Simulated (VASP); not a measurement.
Wanted: the native input for a VASP 6.6.1 run.

- Task: single point
- Functional: PBEsol
- Potentials or basis: VASP PAW PBE potentials, release 64 (Li_sv, Nb_sv, O)
- Cutoff: 520 eV
- k mesh: 10 × 10 × 10
- Occupations: gaussian, width 0.05 eV
- Spin: no spin polarisation
- Dipole correction: no
- Further INCAR settings: ALGO = Normal; EDIFF = 1e-06; NBANDS = 34

The structure of Li4NbO4 lies in POSCAR:

```
Li4NbO4
1.0
   -3.8119495391      3.8119495391      1.6301049253
    3.8119495391     -3.8119495391      1.6301049253
    3.8119495391      3.8119495391     -1.6301049253
Li Nb O
4 1 4
Direct
    0.3075937727      0.1838892340      0.4914830067
    0.8426719780      0.3341549847      0.1768269627
    0.1573280220      0.6658450153      0.8231730373
    0.6658450153      0.8426719780      0.5085169933
    0.0000000000      0.0000000000      0.0000000000
    0.7589255465      0.0797104317      0.8386359782
    0.9202895683      0.7589255465      0.6792151148
    0.0797104317      0.2410744535      0.3207848852
    0.2410744535      0.9202895683      0.1613640218
```

This cell differs from its parent crystal: atom 1 (Li) moved by +0.203 Å along [1 0 0] and +0.203 Å along [0 1 0].

The input as run:

INCAR

```
PREC     = Accurate       # precision mode
ENCUT    = 520            # plane-wave cutoff, eV
EDIFF    = 1E-6           # SCF threshold, eV
ISMEAR   = 0              # smearing method
SIGMA    = 0.05           # smearing width, eV
LREAL    = F              # projectors in reciprocal space
LASPH    = T              # aspherical terms in the spheres
NELM     = 100            # most SCF steps
ALGO     = Normal         # electronic algorithm
ISIF     = 2              # what is computed and relaxed
LWAVE    = F              # write WAVECAR
LCHARG   = F              # write CHGCAR
GGA      = PS             # functional
NBANDS   = 34             # bands
```

KPOINTS

```
regular mesh
0
Gamma
  10 10 10
```

Potentials or basis: VASP PAW PBE potentials, release 64 (Li_sv, Nb_sv, O).

Command:

```console
$ cat potpaw_PBE.64/Li_sv/POTCAR potpaw_PBE.64/Nb_sv/POTCAR potpaw_PBE.64/O/POTCAR > POTCAR
$ mpirun -np 1 vasp_std > vasp.out
```

Results of the run:

```yaml
Largest_force: 1.484 eV/Å
Band_gap_on_the_k_mesh: zero (an odd number of electrons rules out a gap without spin polarisation)
```

Caveat: the cell differs from its parent crystal (atom 1 (Li) moved by +0.203 Å along [1 0 0] and +0.203 Å along [0 1 0]); the PAW data sets were made with another functional, which shifts forces and pressure a little; an odd number of electrons without spin polarisation forces a metal; a magnetic or distorted state may lie lower.

Run time: 38 min on 1 thread of Oxide Virtual Turin-like Processor (shared host), peak memory 0.77 GiB.
